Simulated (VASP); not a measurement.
# MgO (Periclase) in VASP: notebook

Runs on MgO (Periclase). Level: PBEsol. Tasks: single point.

Everything below comes from runs of VASP 6.6.1. Logs are shortened: lines on timing, memory, paths and dates and some standing lists are left out, and cuts for length are marked.

**The experiment to reproduce.**

“Electronic structure of alkaline earth and post-transition metal oxides”, 2009, arxiv:0908.1581 quotes, for a bulk crystal of MgO: band gap 7.83 eV.

How close the calculation comes is told below.

### Step 1. The cell of the first run

The structure is cubic, space group Fm-3m (No. 225). Conventional cell: a = 4.217 Å, b = 4.217 Å, c = 4.217 Å, α = 90.00°, β = 90.00°, γ = 90.00°. Within 2.8 Å of Mg (site symmetry m-3m) lie 6 O at 2.11 Å. Within 2.8 Å of O (site symmetry m-3m) lie 6 Mg at 2.11 Å.

### Step 2. Single point, PBEsol

INCAR reads:

```
SYSTEM = MgO
  PREC = Accurate
  ENCUT = 600
  EDIFF = 1E-6
  ISMEAR = -1
  SIGMA = 0.02
  LREAL = .FALSE.
  LASPH = .TRUE.
  NELM = 120
  ALGO = Normal
  ISIF = 2
  LWAVE = .FALSE.
  LCHARG = .TRUE.
  GGA = PS
  LELF = .TRUE.
  LVHAR = .TRUE.
  NBANDS = 11
  GGA_COMPAT = .FALSE.
```

KPOINTS reads:

```
Automatic mesh
0
G
  8 8 8
  0 0 0
```

POSCAR reads:

```
MgO
1.0
    0.0000000000      2.1085000000      2.1085000000
    2.1085000000      0.0000000000      2.1085000000
    2.1085000000      2.1085000000      0.0000000000
Mg O
1 1
Direct
    0.0000000000      0.0000000000      0.0000000000
    0.5000000000      0.5000000000      0.5000000000
```

Potentials or basis: VASP PAW PBE potentials, release 64 (Mg, O).

Started as:

```sh
$ cat potpaw_PBE.64/Mg/POTCAR potpaw_PBE.64/O/POTCAR > POTCAR
$ mpirun -np 1 vasp_std > vasp.out
```

OUTCAR:

```text
SYSTEM = MgO
   PREC = Accurate
   ENCUT = 600
   EDIFF = 1E-6
   ISMEAR = -1
   LREAL = .FALSE.
   LASPH = .TRUE.
   NELM = 120
   ISIF = 2
   GGA = PS

 ion  position               nearest neighbor table
   1  0.000  0.000  0.000-   2 2.11   2 2.11   2 2.11   2 2.11   2 2.11   2 2.11
   2  0.500  0.500  0.500-   1 2.11   1 2.11   1 2.11   1 2.11   1 2.11   1 2.11

  LATTYP: Found a face centered cubic cell.
 ALAT       =     4.2170000000

  Lattice vectors:

 A1 = (   0.0000000000,   2.1085000000,   2.1085000000)
 A2 = (   2.1085000000,   0.0000000000,   2.1085000000)
 A3 = (   2.1085000000,   2.1085000000,   0.0000000000)

Analysis of symmetry for initial positions (statically):
=====================================================================
 Subroutine PRICEL returns:
 Original cell was already a primitive cell.

 Routine SETGRP: Setting up the symmetry group for a
 face centered cubic supercell.

 Subroutine GETGRP returns: Found 48 space group operations
 (whereof 48 operations were pure point group operations)
 out of a pool of 48 trial point group operations.

The static configuration has the point symmetry O_h .

Analysis of symmetry for dynamics (positions and initial velocities):
=====================================================================
 Subroutine PRICEL returns:
 Original cell was already a primitive cell.

 Routine SETGRP: Setting up the symmetry group for a
 face centered cubic supercell.

 Subroutine GETGRP returns: Found 48 space group operations
 (whereof 48 operations were pure point group operations)
 out of a pool of 48 trial point group operations.

The dynamic configuration has the point symmetry O_h .

 Subroutine INISYM returns: Found 48 space group operations
 (whereof 48 operations are pure point group operations),
 and found     1 'primitive' translations

----------------------------------------------------------------------------------------

                                     Primitive cell

  volume of cell :      18.7478

  direct lattice vectors                    reciprocal lattice vectors
     0.000000000  2.108500000  2.108500000    -0.237135404  0.237135404  0.237135404
     2.108500000  0.000000000  2.108500000     0.237135404 -0.237135404  0.237135404
     2.108500000  2.108500000  0.000000000     0.237135404  0.237135404 -0.237135404

  length of vectors
     2.981869296  2.981869296  2.981869296     0.410730569  0.410730569  0.410730569

  position of ions in fractional coordinates (direct lattice)
     0.000000000  0.000000000  0.000000000
     0.500000000  0.500000000  0.500000000

  ion indices of the primitive-cell ions
   primitive index   ion index
                 1           1
                 2           2

----------------------------------------------------------------------------------------

 KPOINTS: Automatic mesh

Automatic generation of k-mesh.
 Grid dimensions read from file:
 generate k-points for:    8    8    8

 Generating k-lattice:

  Cartesian coordinates                     Fractional coordinates (reciprocal lattice)
    -0.029641926  0.029641926  0.029641926     0.125000000  0.000000000  0.000000000
     0.029641926 -0.029641926  0.029641926     0.000000000  0.125000000  0.000000000
     0.029641926  0.029641926 -0.029641926     0.000000000  0.000000000  0.125000000

  Length of vectors
     0.051341321  0.051341321  0.051341321

  Shift w.r.t. Gamma in fractional coordinates (k-lattice)
     0.000000000  0.000000000  0.000000000

 Subroutine IBZKPT returns following result:
 ===========================================

 Found     29 irreducible k-points:

 Following reciprocal coordinates:
            Coordinates               Weight
  0.000000  0.000000  0.000000      1.000000
  0.125000  0.000000  0.000000      8.000000
  0.250000  0.000000  0.000000      8.000000
  0.375000  0.000000  0.000000      8.000000
  0.500000  0.000000  0.000000      4.000000
  0.125000  0.125000  0.000000      6.000000
[... 16 lines left out ...]
  0.500000  0.250000  0.125000     48.000000
 -0.375000  0.250000  0.125000     24.000000
 [... further k-points ...]
   k-points           NKPTS =     29   k-points in BZ     NKDIM =     29   number of bands    NBANDS=     11
   number of dos      NEDOS =    301   number of ions     NIONS =      2
   total plane-waves  NPLWV =  13824
   dimension x,y,z NGX =    24 NGY =   24 NGZ =   24
   dimension x,y,z NGXF=    48 NGYF=   48 NGZF=   48
   ions per type =               1   1
   NGX,Y,Z   is equivalent  to a cutoff of  13.38, 13.38, 13.38 a.u.
   NGXF,Y,Z  is equivalent  to a cutoff of  26.76, 26.76, 26.76 a.u.
 SYSTEM =  MgO
   PREC   = accura    normal or accurate (medium, high low for compatibility)
   ISTART =      0    job   : 0-new  1-cont  2-samecut
   ICHARG =      2    charge: 1-file 2-atom 10-const
   ISPIN  =      1    spin polarized calculation?
   LNONCOLLINEAR =      F non collinear calculations
   LSORBIT =      F    spin-orbit coupling
   LASPH  =      T    aspherical Exc in radial PAW
   ENCUT  =  600.0 eV  44.10 Ry    6.64 a.u.   5.96  5.96  5.96*2*pi/ulx,y,z
   NELM   =    120;   NELMIN=  2; NELMDL= -5     # of ELM steps
   EDIFF  = 0.1E-05   stopping-criterion for ELM
   LREAL  =      F    real-space projection
[... 7 lines left out ...]
   TEBEG  =    0.0;   TEEND  =   0.0 temperature during run
   PSTRESS=    0.0 pullay stress
   NELECT =       8.0000    total number of electrons
   NUPDOWN=      -1.0000    fix difference up-down
   EMIN   =  10.00;   EMAX   =-10.00  energy-range for DOS
   EFERMI =   0.00;   METHOD = LEGACY
   ISMEAR =    -1;   SIGMA  =   0.02  broadening in eV -4-tet -1-fermi 0-gaus
   EFERMI_NEDOS =   21; number of points for ismear=-14 and -15
   IALGO  =     38    algorithm
   IMIX   =      4    mixing-type and parameters
     AMIX     =   0.40;   BMIX     =  1.00
     AMIX_MAG =   1.60;   BMIX_MAG =  1.00
  volume/ion in A,a.u.               =       9.37        63.26
  Fermi-wavevector in a.u.,A,eV,Ry     =   1.232503  2.329092 20.668107  1.519063
  Thomas-Fermi vector in A             =   2.367270
   LORBIT       =      0    0 simple, 1 ext, 2 COOP (PROOUT), +10 PAW based schemes
   GGA     = PS    functional components
   LHFCALC =     F    Hartree Fock is set to
   AEXX    =    0.0000 exact exchange contribution
   IVDW    =     0    specifies the selected vdW correction
   LEPSILON=     F    determine dielectric tensor
   LRPA    =     F    only Hartree local field effects (RPA)
 non-spin polarized calculation
  energy-cutoff  :      600.00
  volume of cell :       18.75
 maximum number of plane-waves:       638
   NGX = 11   NGY = 11   NGZ = 11

 number of electron       8.0000005 magnetization

 Free energy of the ion-electron system (eV)
  ---------------------------------------------------
  ext. energy  EPLUGINS =         0.00000000
  ---------------------------------------------------
  free energy    TOTEN  =       -12.51533347 eV

  energy without entropy =      -12.51533347  energy(sigma->0) =      -12.51533347

 E-fermi :   3.5246     XC(G=0): -11.2930

 val. band max:        3.0392410583   @ k =   0.0000   0.0000   0.0000
 cond. band min:       7.6409164768   @ k =   0.0000   0.0000   0.0000
 fundamental gap:      4.6016754186
 Fermi energy:         3.5246490135

 k-point     1 :       0.0000    0.0000    0.0000
  band No.  band energies     occupation
      1     -14.1476      2.00000
      2       3.0392      2.00000
      3       3.0392      2.00000
      4       3.0392      2.00000
      5       7.6409      0.00000
      6      18.6539      0.00000
      7      18.6539      0.00000
      8      18.6539      0.00000
      9      22.4867      0.00000
     10      24.3666      0.00000
     11      24.3666      0.00000

 k-point     2 :       0.1250    0.0000    0.0000
  band No.  band energies     occupation
      1     -13.9824      2.00000
      2       2.0702      2.00000
      3       2.9350      2.00000
      4       2.9350      2.00000
      5       8.5621      0.00000
      6      16.9630      0.00000
      7      19.0131      0.00000
      8      19.0131      0.00000
      9      23.3969      0.00000
     10      23.3969      0.00000
     11      24.6747      0.00000

 k-point     3 :       0.2500    0.0000    0.0000
  band No.  band energies     occupation
      1     -13.5523      2.00000
      2       0.3501      2.00000
      3       2.6952      2.00000
      4       2.6952      2.00000
      5       9.9968      0.00000
      6      15.4310      0.00000
      7      19.5135      0.00000
      8      19.5135      0.00000
      9      22.9970      0.00000
     10      22.9970      0.00000
     11      24.8451      0.00000

 k-point     4 :       0.3750    0.0000    0.0000
  band No.  band energies     occupation
      1     -13.0660      2.00000
      2      -1.0699      2.00000
      3       2.4699      2.00000
      4       2.4699      2.00000
      5      10.6805      0.00000
      6      15.2635      0.00000
      7      19.3487      0.00000
      8      19.3487      0.00000
      9      24.0643      0.00000
     10      24.2912      0.00000
     11      24.2912      0.00000
[... 239 lines left out ...]
 k-point    22 :       0.3750    0.2500    0.1250
  band No.  band energies     occupation
      1     -13.2436      2.00000
      2      -0.0094      2.00000
      3       1.8722      2.00000
      4       2.4179      2.00000
      5      11.4065      0.00000
      6      14.3344      0.00000
      7      17.9640      0.00000
      8      20.4119      0.00000
      9      20.9650      0.00000
     10      25.2965      0.00000
     11      28.6632      0.00000

 k-point    23 :       0.5000    0.2500    0.1250
  band No.  band energies     occupation
      1     -12.8602      2.00000
      2      -0.7072      2.00000
      3       1.2891      2.00000
      4       2.1632      2.00000
      5      12.3843      0.00000
      6      14.5243      0.00000
      7      16.8113      0.00000
      8      20.0130      0.00000
      9      22.5338      0.00000
     10      25.2518      0.00000
     11      28.8710      0.00000

 k-point    24 :      -0.3750    0.2500    0.1250
  band No.  band energies     occupation
      1     -12.6894      2.00000
      2      -1.0048      2.00000
      3       1.0790      2.00000
      4       2.0427      2.00000
      5      12.5462      0.00000
      6      15.0856      0.00000
      7      16.3820      0.00000
      8      19.7681      0.00000
      9      23.3752      0.00000
     10      24.9187      0.00000
     11      29.0061      0.00000

 [... further k-points ...]

------------------------ aborting loop because EDIFF is reached ----------------------------------------

  FORCE on cell =-STRESS in cart. coord.  units (eV):
  Direction    XX          YY          ZZ          XY          YZ          ZX
  --------------------------------------------------------------------------------------
  -------------------------------------------------------------------------------------
  Total       -0.1228026     -0.1228026     -0.1228026      0.0000000      0.0000000     -0.0000000
  in kB      -10.4946328    -10.4946328    -10.4946328      0.0000000      0.0000000     -0.0000000
  external PRESSURE =     -10.4946328 kB  Pullay stress =       0.0000000 kB

 VOLUME and BASIS-vectors are now :
 -----------------------------------------------------------------------------
  energy-cutoff  :      600.00
  volume of cell :       18.75
      direct lattice vectors                 reciprocal lattice vectors
     0.000000000  2.108500000  2.108500000    -0.237135404  0.237135404  0.237135404
     2.108500000  0.000000000  2.108500000     0.237135404 -0.237135404  0.237135404
     2.108500000  2.108500000  0.000000000     0.237135404  0.237135404 -0.237135404

 POSITION                                       TOTAL-FORCE (eV/Angst)
 -----------------------------------------------------------------------------------
      0.00000      0.00000      0.00000        -0.000000     -0.000000      0.000000
      2.10850      2.10850      2.10850         0.000000      0.000000      0.000000
 -----------------------------------------------------------------------------------
    total drift:                               -0.000000     -0.000000      0.000000

  FREE ENERGIE OF THE ION-ELECTRON SYSTEM (eV)
  ---------------------------------------------------
  free  energy   TOTEN  =       -12.5153334750 eV

  energy  without entropy=      -12.5153334750  energy(sigma->0) =      -12.51533347
```

Run time: 4.3 s. Hardware: 1 thread of AMD EPYC 9R45 (Zen 5), shared host; peak memory 0.11 GiB.

What came out:

- Free energy: -12.5153 eV
- Pressure: -1.0 GPa
- Band gap on the k mesh: 4.60 eV, direct

Caveat: the PAW data sets were made with another functional, which shifts forces and pressure a little.

### Step 3. Single point, PBEsol

INCAR reads:

```
PREC = Accurate
ENCUT = 600
EDIFF = 1E-6
ISMEAR = -1
SIGMA = 0.02
LREAL = False
LASPH = True
NELM = 120
ALGO = Normal
ISIF = 2
LWAVE = False
LCHARG = False
GGA = PS
NBANDS = 11
GGA_COMPAT = False
```

KPOINTS reads:

```
Automatic mesh
0
Gamma
  8 8 8
```

POSCAR reads:

```
MgO
1.0
    0.0000000000      2.1324622786      2.0613802027
    2.1324622786      0.0000000000      2.0613802027
    2.1324622786      2.1324622786      0.0000000000
Mg O
1 1
Direct
    0.0000000000      0.0000000000      0.0000000000
    0.5000000000      0.5000000000      0.5000000000
```

Potentials or basis: VASP PAW PBE potentials, release 64 (Mg, O).

Started as:

```sh
$ cat potpaw_PBE.64/Mg/POTCAR potpaw_PBE.64/O/POTCAR > POTCAR
$ mpirun -np 1 vasp_std > vasp.out
```

Run time: 6.4 s. Hardware: 1 thread of AMD EPYC 9R45 (Zen 5), shared host; peak memory 0.12 GiB.

The run converged. Its results:

| Quantity | Value |
| --- | --- |
| Free energy | -12.5058 eV |
| Pressure | -0.7 GPa |
| Band gap on the k mesh | 4.57 eV, direct |

Stress tensor (GPa, compression positive):
```
-3.09  0.00  0.00
 0.00 -3.09  0.00
 0.00  0.00  4.20
```

Levels at points of the mesh, in eV from the valence-band top:
| k point | band 2 | band 3 | band 4 | band 5 | band 6 | band 7 |
| --- | --- | --- | --- | --- | --- | --- |
| (0.00, 0.00, 0.00) | -0.08 | 0.00 | 0.00 | 4.57 | 15.49 | 15.49 |
| (0.50, 0.00, 0.00) | -4.69 | -0.72 | -0.65 | 7.69 | 12.43 | 15.75 |
| (0.50, 0.50, 0.00) | -4.07 | -1.48 | -1.48 | 8.66 | 9.80 | 13.21 |
| (0.50, 0.00, 0.50) | -4.20 | -1.44 | -1.23 | 9.02 | 9.84 | 12.76 |

Caveat: the PAW data sets were made with another functional, which shifts forces and pressure a little.

### Step 4. Single point, PBEsol

INCAR reads:

```
  ALGO = Normal
  EDIFF = 1E-6
  ENCUT = 600
  GGA = PS
  GGA_COMPAT = F
  ISIF = 2
  ISMEAR = -1
  LASPH = T
  LCHARG = F
  LREAL = F
  LWAVE = F
  NBANDS = 11
  NELM = 120
  PREC = Accurate
  SIGMA = 0.02
```

KPOINTS reads:

```
k-points
0
Gamma
  8 8 8
```

POSCAR reads:

```
MgO
1.0
    0.0000000000      2.0855797064      2.1550990300
    2.0855797064      0.0000000000      2.1550990300
    2.0855797064      2.0855797064      0.0000000000
Mg O
1 1
Direct
    0.0000000000      0.0000000000      0.0000000000
    0.5000000000      0.5000000000      0.5000000000
```

Started as:

```sh
$ cat potpaw_PBE.64/Mg/POTCAR potpaw_PBE.64/O/POTCAR > POTCAR
$ mpirun -np 1 vasp_std > vasp.out
```

It took 6.6 s on 1 thread of AMD EPYC 9R45 (Zen 5), shared host; peak memory 0.12 GiB.

The run converged. Its results:

* Free energy: -12.5071 eV
* Pressure: -0.7 GPa
* Band gap on the k mesh: 4.55 eV, direct

Stress tensor (GPa, compression positive):
```
 1.39  0.00  0.00
 0.00  1.39  0.00
 0.00  0.00 -4.87
```

Levels at points of the mesh, in eV from the valence-band top:
```
           k point  band 1  band 2  band 3  band 4  band 5  band 6  band 7  band 8  band 9
(0.00, 0.00, 0.00)  -17.23   -0.07   -0.07    0.00    4.55   15.35   15.70   15.70   19.42
(0.50, 0.00, 0.00)  -15.93   -4.71   -0.74   -0.67    7.68   12.41   15.77   16.48   20.66
(0.50, 0.50, 0.00)  -15.73   -4.25   -1.31   -1.31    9.11    9.85   12.61   19.01   19.01
(0.50, 0.00, 0.50)  -15.63   -4.13   -1.55   -1.35    8.78    9.79   13.03   18.30   18.95
```

Caveat: the PAW data sets were made with another functional, which shifts forces and pressure a little. As with any semilocal functional, this PBEsol gap is likely too small.

### Step 5. Single point, PBEsol

This run uses another cell than the first one, of the same volume but with other edges.

INCAR reads:

```
SYSTEM = MgO
ALGO = Normal
EDIFF = 1E-6
ENCUT = 600
GGA = PS
GGA_COMPAT = .False.
ISIF = 2
ISMEAR = -1
LASPH = .True.
LCHARG = .False.
LREAL = .False.
LWAVE = .False.
NBANDS = 11
NELM = 120
PREC = Accurate
SIGMA = 0.02
```

KPOINTS reads:

```
k-points
0
Gamma
  8 8 8
  0 0 0
```

POSCAR reads:

```
MgO
1.0
    0.0000000000      2.0636246054      2.2011995790
    2.0636246054      0.0000000000      2.2011995790
    2.0636246054      2.0636246054      0.0000000000
Mg O
1 1
Direct
    0.0000000000      0.0000000000      0.0000000000
    0.5000000000      0.5000000000      0.5000000000
```

Started as:

```sh
$ cat potpaw_PBE.64/Mg/POTCAR potpaw_PBE.64/O/POTCAR > POTCAR
$ mpirun -np 1 vasp_std > vasp.out
```

It took 6.8 s on 1 thread of AMD EPYC 9R45 (Zen 5), shared host; peak memory 0.12 GiB.

It converged, with:

- Free energy: -12.4847 eV
- Pressure: 0.3 GPa
- Band gap on the k mesh: 4.50 eV, direct

Stress tensor (GPa, compression positive):
```
 4.20  0.00  0.00
 0.00  4.20  0.00
 0.00  0.00 -7.58
```

Levels at points of the mesh, in eV from the valence-band top:
```tsv
k point	band 1	band 2	band 3	band 4	band 5	band 6	band 7	band 8	band 9
(0.00, 0.00, 0.00)	-17.27	-0.12	-0.12	0.00	4.50	15.13	15.82	15.82	19.44
(0.50, 0.00, 0.00)	-15.96	-4.73	-0.82	-0.67	7.63	12.35	15.48	16.84	20.61
(0.50, 0.50, 0.00)	-15.83	-4.34	-1.25	-1.25	9.31	9.90	12.30	19.25	19.25
(0.50, 0.00, 0.50)	-15.64	-4.12	-1.73	-1.31	8.67	9.76	13.14	17.86	19.13
```

Caveat: the PAW data sets were made with another functional, which shifts forces and pressure a little.

### Step 6. The runs side by side

| cell | gap on the mesh (eV) | pressure (GPa) |
| --- | --- | --- |
| a = 2.982 Å, angles 60.0°, 2 atoms | 4.60 | -1.0 |
| a = 2.966, b = 2.966, c = 3.016 Å, angles 59.4, 59.4, 61.1°, 2 atoms | 4.57 | -0.7 |
| a = 2.999, b = 2.999, c = 2.949 Å, angles 60.5, 60.5, 58.9°, 2 atoms | 4.55 | -0.7 |
| a = 3.017, b = 3.017, c = 2.918 Å, angles 61.1, 61.1, 57.8°, 2 atoms | 4.50 | 0.3 |

Alike in all rows: task single point; level PBEsol; potentials or basis VASP PAW PBE potentials, release 64 (Mg, O); no spin polarisation; k mesh 8 × 8 × 8; cutoff (eV) 600; smearing fermi-dirac 0.02 eV.

Caveats: the PAW data sets were made with another functional, which shifts forces and pressure a little.

Absolute energies hang on the potentials; compare differences alone.

### Step 7. Against experiment

Step 2. Measured gap of MgO: 7.83 eV (quoted in “Electronic structure of alkaline earth and post-transition metal oxides”, 2009, arxiv:0908.1581). This calculation gives 4.60 eV (-3.23 eV). The value is that of PBEsol, without temperature or zero-point motion. Semilocal functionals fall short of measured gaps as a rule.
